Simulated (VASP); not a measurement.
# W (Im-3m) in VASP: a series of runs

Aim: see how the results for W move with the level of theory and the settings. Levels: B3LYP, PBE. Tasks: single point.

Program: VASP 6.6.1. These are calculated values, not measurements. Logs are shortened: lines on timing, memory, paths and dates and some standing lists are left out, and cuts for length are marked.

## (1) The cell of the first run

Symmetry: Im-3m, No. 229, cubic system. The conventional cell has a = 3.187 Å, b = 3.187 Å, c = 3.187 Å, α = 90.00°, β = 90.00°, γ = 90.00°. W (site symmetry m-3m) has 14 W at 2.76 to 3.19 Å within 3.6 Å.

## (2) Single point, B3LYP

Input file POSCAR:

```
W
1.0
   -1.5933755828      1.5933755828      1.5933755828
    1.5933755828     -1.5933755828      1.5933755828
    1.5933755828      1.5933755828     -1.5933755828
W
1
Direct
    0.0000000000      0.0000000000      0.0000000000
```

Input file INCAR.step1:

```
PREC = Accurate
ENCUT = 520
EDIFF = 1E-5
ISMEAR = -1
SIGMA = 0.05
LREAL = False
LASPH = True
NELM = 80
ALGO = Normal
ISIF = 2
LWAVE = True
GGA = PE
NBANDS = 13
```

Input file INCAR.step2:

```
PREC = Accurate
ENCUT = 520
EDIFF = 1E-6
ISMEAR = -1
SIGMA = 0.05
LREAL = False
LASPH = True
NELM = 80
ALGO = Normal
ISIF = 2
LWAVE = False
LCHARG = True
GGA = B3
LHFCALC = True
AEXX = 0.2
AGGAX = 0.72
AGGAC = 0.81
ALDAC = 0.19
PRECFOCK = Normal
LELF = True
LVHAR = True
ISTART = 1
NBANDS = 13
```

Input file KPOINTS:

```
regular mesh
0
Gamma
  6 6 6
```

Potentials or basis: VASP PAW PBE potentials, release 64 (W_sv).

Started as:

```console
cat potpaw_PBE.64/W_sv/POTCAR > POTCAR
cp INCAR.step1 INCAR
mpirun -np 1 vasp_std > vasp.out
cp INCAR.step2 INCAR
mpirun -np 1 vasp_std > vasp.out
```

OUTCAR:

```text
PREC = Accurate
   ENCUT = 520
   EDIFF = 1E-6
   ISMEAR = -1
   LREAL = False
   LASPH = True
   NELM = 80
   ISIF = 2
   GGA = B3
   LHFCALC = True
   AEXX = 0.2
   PRECFOCK = Normal
   ISTART = 1

 ion  position               nearest neighbor table
   1  0.000  0.000  0.000-

  LATTYP: Found a body centered cubic cell.
 ALAT       =     3.1867511656

  Lattice vectors:

 A1 = (  -1.5933755828,   1.5933755828,   1.5933755828)
 A2 = (   1.5933755828,  -1.5933755828,   1.5933755828)
 A3 = (   1.5933755828,   1.5933755828,  -1.5933755828)

Analysis of symmetry for initial positions (statically):
=====================================================================
 Subroutine PRICEL returns:
 Original cell was already a primitive cell.

 Routine SETGRP: Setting up the symmetry group for a
 body centered cubic supercell.

 Subroutine GETGRP returns: Found 48 space group operations
 (whereof 48 operations were pure point group operations)
 out of a pool of 48 trial point group operations.

The static configuration has the point symmetry O_h .

Analysis of symmetry for dynamics (positions and initial velocities):
=====================================================================
 Subroutine PRICEL returns:
 Original cell was already a primitive cell.

 Routine SETGRP: Setting up the symmetry group for a
 body centered cubic supercell.

 Subroutine GETGRP returns: Found 48 space group operations
 (whereof 48 operations were pure point group operations)
 out of a pool of 48 trial point group operations.

The dynamic configuration has the point symmetry O_h .

 Subroutine INISYM returns: Found 48 space group operations
 (whereof 48 operations are pure point group operations),
 and found     1 'primitive' translations

----------------------------------------------------------------------------------------

                                     Primitive cell

  volume of cell :      16.1813

  direct lattice vectors                    reciprocal lattice vectors
    -1.593375583  1.593375583  1.593375583     0.000000000  0.313799211  0.313799211
     1.593375583 -1.593375583  1.593375583     0.313799211  0.000000000  0.313799211
     1.593375583  1.593375583 -1.593375583     0.313799211  0.313799211  0.000000000

  length of vectors
     2.759807465  2.759807465  2.759807465     0.443779099  0.443779099  0.443779099

  position of ions in fractional coordinates (direct lattice)
     0.000000000  0.000000000  0.000000000

  ion indices of the primitive-cell ions
   primitive index   ion index
                 1           1

----------------------------------------------------------------------------------------

 KPOINTS: regular mesh

Automatic generation of k-mesh.
 Grid dimensions read from file:
 generate k-points for:    6    6    6

 Generating k-lattice:

  Cartesian coordinates                     Fractional coordinates (reciprocal lattice)
     0.000000000  0.052299868  0.052299868     0.166666667  0.000000000  0.000000000
     0.052299868  0.000000000  0.052299868     0.000000000  0.166666667  0.000000000
     0.052299868  0.052299868  0.000000000     0.000000000  0.000000000  0.166666667

  Length of vectors
     0.073963183  0.073963183  0.073963183

  Shift w.r.t. Gamma in fractional coordinates (k-lattice)
     0.000000000  0.000000000  0.000000000

 Subroutine IBZKPT returns following result:
 ===========================================

 Found     16 irreducible k-points:

 Following reciprocal coordinates:
            Coordinates               Weight
  0.000000  0.000000  0.000000      1.000000
  0.166667  0.000000  0.000000     12.000000
  0.333333  0.000000  0.000000     12.000000
  0.500000  0.000000  0.000000      6.000000
  0.166667  0.166667  0.000000     24.000000
  0.333333  0.166667  0.000000     48.000000
[... 8 lines left out ...]
  0.500000  0.500000  0.333333     12.000000
  0.500000  0.500000  0.500000      1.000000
   k-points           NKPTS =     16   k-points in BZ     NKDIM =    216   number of bands    NBANDS=     13
   number of dos      NEDOS =    301   number of ions     NIONS =      1
   total plane-waves  NPLWV =  13824
   dimension x,y,z NGX =    24 NGY =   24 NGZ =   24
   dimension x,y,z NGXF=    48 NGYF=   48 NGZF=   48
   ions per type =               1
   NGX,Y,Z   is equivalent  to a cutoff of  14.46, 14.46, 14.46 a.u.
   NGXF,Y,Z  is equivalent  to a cutoff of  28.91, 28.91, 28.91 a.u.
 SYSTEM =  unknown system
   PREC   = accura    normal or accurate (medium, high low for compatibility)
   ISTART =      1    job   : 0-new  1-cont  2-samecut
   ICHARG =      0    charge: 1-file 2-atom 10-const
   ISPIN  =      1    spin polarized calculation?
   LNONCOLLINEAR =      F non collinear calculations
   LSORBIT =      F    spin-orbit coupling
   LASPH  =      T    aspherical Exc in radial PAW
   ENCUT  =  520.0 eV  38.22 Ry    6.18 a.u.   5.13  5.13  5.13*2*pi/ulx,y,z
   NELM   =     80;   NELMIN=  2; NELMDL=  0     # of ELM steps
   EDIFF  = 0.1E-05   stopping-criterion for ELM
   LREAL  =      F    real-space projection
   EDIFFG = 0.1E-04   stopping-criterion for IOM
   NSW    =      0    number of steps for IOM
   IBRION =     -1    ionic relax: 0-MD 1-quasi-New 2-CG
   NFREE  =      0    steps in history (QN), initial steepest desc. (CG)
   ISIF   =      2    stress and relaxation
   ISYM   =      3    0-nonsym 1-usesym 2-fastsym
   POTIM  = 0.5000    time-step for ionic-motion
   TEBEG  =    0.0;   TEEND  =   0.0 temperature during run
   PSTRESS=    0.0 pullay stress
   NELECT =      14.0000    total number of electrons
   NUPDOWN=      -1.0000    fix difference up-down
   EMIN   =  10.00;   EMAX   =-10.00  energy-range for DOS
   EFERMI =   0.00;   METHOD = LEGACY
   ISMEAR =    -1;   SIGMA  =   0.05  broadening in eV -4-tet -1-fermi 0-gaus
   EFERMI_NEDOS =   21; number of points for ismear=-14 and -15
   IALGO  =     38    algorithm
   IMIX   =      1    mixing-type and parameters
     AMIX     =   0.40;   BMIX     =  1.00
     AMIX_MAG =   1.60;   BMIX_MAG =  1.00
  volume/ion in A,a.u.               =      16.18       109.20
  Fermi-wavevector in a.u.,A,eV,Ry     =   1.559957  2.947892 33.109322  2.433467
  Thomas-Fermi vector in A             =   2.663240
   LORBIT       =      0    0 simple, 1 ext, 2 COOP (PROOUT), +10 PAW based schemes
   GGA     = B3    functional components
   LHFCALC =     T    Hartree Fock is set to
   PRECFOCK=normal    Normal, Fast or Accurate (Low or Medium for compatibility)
   ENCUT4O =  -1.0   cutoff for four orbital integrals eV
   NKREDX  =     1    reduce k-point grid by
   NKREDY  =     1    reduce k-point grid by
   NKREDZ  =     1    reduce k-point grid by
   AEXX    =    0.2000 exact exchange contribution
   HFSCREEN=    0.0000 screening length (either q_TF or 0.3 A-1)
   HFSCREENC=   0.0000 screening length for correlation (either q_TF or 0.3 A-1)
   ENCUTFOCK=  -1.0 apply spherical cutoff to Coloumb kernel
   IVDW    =     0    specifies the selected vdW correction
   LEPSILON=     F    determine dielectric tensor
   LRPA    =     F    only Hartree local field effects (RPA)
 non-spin polarized calculation
  energy-cutoff  :      520.00
  volume of cell :       16.18
 maximum number of plane-waves:       466
 NGX is ok and might be reduce to    24
  NGX = 16; NGY = 16; NGZ = 16

 number of electron      14.0000002 magnetization

 Free energy of the ion-electron system (eV)
  ---------------------------------------------------
  ext. energy  EPLUGINS =         0.00000000
  ---------------------------------------------------
  free energy    TOTEN  =       -14.12633409 eV

  energy without entropy =      -14.12633136  energy(sigma->0) =      -14.12633273

 E-fermi :  11.5389     XC(G=0): -10.7578

 val. band max:       10.9911485094   @ k =   0.1667   0.0000   0.0000
 cond. band min:      12.1185356698   @ k =  -0.3333   0.3333   0.1667
 fundamental gap:      1.1273871603
 Fermi energy:        11.5389331334

 k-point     1 :       0.0000    0.0000    0.0000
  band No.  band energies     occupation
      1     -66.1320      2.00000
      2     -28.6919      2.00000
      3     -28.6919      2.00000
      4     -28.6919      2.00000
      5       0.6911      2.00000
      6       9.5075      2.00000
      7       9.5075      2.00000
      8       9.5075      2.00000
      9      14.4512      0.00000
     10      14.4512      0.00000
     11      27.0520      0.00000
     12      27.0520      0.00000
     13      27.0520      0.00000

 k-point     2 :       0.1667    0.0000    0.0000
  band No.  band energies     occupation
      1     -66.0957      2.00000
      2     -29.0588      2.00000
      3     -28.8054      2.00000
      4     -28.6898      2.00000
      5       2.0235      2.00000
      6       8.7684      2.00000
      7       9.2684      2.00000
      8      10.9911      1.99997
      9      13.6235      0.00000
     10      14.4664      0.00000
     11      27.8139      0.00000
     12      29.2641      0.00000
     13      29.4124      0.00000

 k-point     3 :       0.3333    0.0000    0.0000
  band No.  band energies     occupation
      1     -66.0225      2.00000
      2     -29.7504      2.00000
      3     -29.0251      2.00000
      4     -28.6864      2.00000
      5       4.1188      2.00000
      6       7.5518      2.00000
      7       9.4601      2.00000
      8      14.0587      0.00000
      9      14.8435      0.00000
     10      15.2216      0.00000
     11      25.7954      0.00000
     12      26.5780      0.00000
     13      33.5821      0.00000

 k-point     4 :       0.5000    0.0000    0.0000
  band No.  band energies     occupation
      1     -65.9855      2.00000
      2     -30.0769      2.00000
      3     -29.1304      2.00000
      4     -28.6855      2.00000
      5       4.2501      2.00000
      6       7.0291      2.00000
      7      12.2166      0.00000
      8      14.2807      0.00000
      9      15.2610      0.00000
     10      18.1338      0.00000
     11      23.2790      0.00000
     12      23.9670      0.00000
     13      29.2542      0.00000

 k-point     5 :       0.1667    0.1667    0.0000
  band No.  band energies     occupation
      1     -66.0408      2.00000
      2     -29.5270      2.00000
      3     -28.9521      2.00000
      4     -28.7684      2.00000
      5       4.0712      2.00000
      6       8.1530      2.00000
      7       8.2679      2.00000
      8      13.1920      0.00000
      9      14.4667      0.00000
     10      15.1037      0.00000
     11      27.3220      0.00000
     12      28.9749      0.00000
     13      31.1337      0.00000
[... 129 lines left out ...]
 k-point    14 :      -0.3333    0.3333    0.3333
  band No.  band energies     occupation
      1     -65.9335      2.00000
      2     -29.5975      2.00000
      3     -29.3967      2.00000
      4     -29.3967      2.00000
      5       6.2359      2.00000
      6       6.4101      2.00000
      7      12.6322      0.00000
      8      12.6322      0.00000
      9      14.8316      0.00000
     10      16.1510      0.00000
     11      27.7359      0.00000
     12      27.7359      0.00000
     13      28.8433      0.00000

 k-point    15 :       0.5000    0.5000    0.3333
  band No.  band energies     occupation
      1     -65.9038      2.00000
      2     -29.7480      2.00000
      3     -29.5144      2.00000
      4     -29.4121      2.00000
      5       5.5885      2.00000
      6       5.9014      2.00000
      7      13.0786      0.00000
      8      13.3789      0.00000
      9      17.3992      0.00000
     10      20.1998      0.00000
     11      21.8720      0.00000
     12      24.2523      0.00000
     13      32.0185      0.00000

 k-point    16 :       0.5000    0.5000    0.5000
  band No.  band energies     occupation
      1     -65.8765      2.00000
      2     -29.6357      2.00000
      3     -29.6357      2.00000
      4     -29.6357      2.00000
      5       4.8468      2.00000
      6       4.8468      2.00000
      7      17.1701      0.00000
      8      17.1701      0.00000
      9      17.1701      0.00000
     10      20.5064      0.00000
     11      20.5064      0.00000
     12      20.5064      0.00000
     13      28.5747      0.00000

------------------------ aborting loop because EDIFF is reached ----------------------------------------

  FORCE on cell =-STRESS in cart. coord.  units (eV):
  Direction    XX          YY          ZZ          XY          YZ          ZX
  --------------------------------------------------------------------------------------
  -------------------------------------------------------------------------------------
  Total        0.0649203      0.0649203      0.0649203     -0.0000000      0.0000000      0.0000000
  in kB        6.4280145      6.4280145      6.4280145     -0.0000000      0.0000000      0.0000000
  external PRESSURE =       6.4280145 kB  Pullay stress =       0.0000000 kB

 VOLUME and BASIS-vectors are now :
 -----------------------------------------------------------------------------
  energy-cutoff  :      520.00
  volume of cell :       16.18
      direct lattice vectors                 reciprocal lattice vectors
    -1.593375583  1.593375583  1.593375583     0.000000000  0.313799211  0.313799211
     1.593375583 -1.593375583  1.593375583     0.313799211  0.000000000  0.313799211
     1.593375583  1.593375583 -1.593375583     0.313799211  0.313799211  0.000000000

 POSITION                                       TOTAL-FORCE (eV/Angst)
 -----------------------------------------------------------------------------------
      0.00000      0.00000      0.00000         0.000000     -0.000000      0.000000
 -----------------------------------------------------------------------------------
    total drift:                               -0.000000      0.000000      0.000000

  FREE ENERGIE OF THE ION-ELECTRON SYSTEM (eV)
  ---------------------------------------------------
  free  energy   TOTEN  =       -14.1263340941 eV

  energy  without entropy=      -14.1263313620  energy(sigma->0) =      -14.12633273
```

It took 11 min on 1 thread of Intel Xeon 8259CL, shared host; peak memory 0.16 GiB.

What came out:

```
Free energy            : -14.1263 eV
Pressure               : 0.6 GPa
Band gap on the k mesh : zero (bands 7 and 8 overlap by 7.66 eV)
```

Levels at points of the mesh, in eV from the Fermi level:
```
           k point  band 3  band 4  band 5  band 6  band 7  band 8  band 9  band 10  band 11  band 12
(0.00, 0.00, 0.00)  -40.23  -40.23  -10.85   -2.03   -2.03   -2.03    2.91     2.91    15.51    15.51
(0.50, 0.00, 0.00)  -40.67  -40.22   -7.29   -4.51    0.68    2.74    3.72     6.59    11.74    12.43
(0.50, 0.50, 0.50)  -41.17  -41.17   -6.69   -6.69    5.63    5.63    5.63     8.97     8.97     8.97
```

Caveat: the k points lie up to 0.46 Å⁻¹ apart, too coarse for converged energies and pressures of a metal; the PAW data sets were made with another functional, which shifts forces and pressure a little; spin-orbit coupling is left out, which moves the levels of the heavy elements.

[end of part 1 of 2]
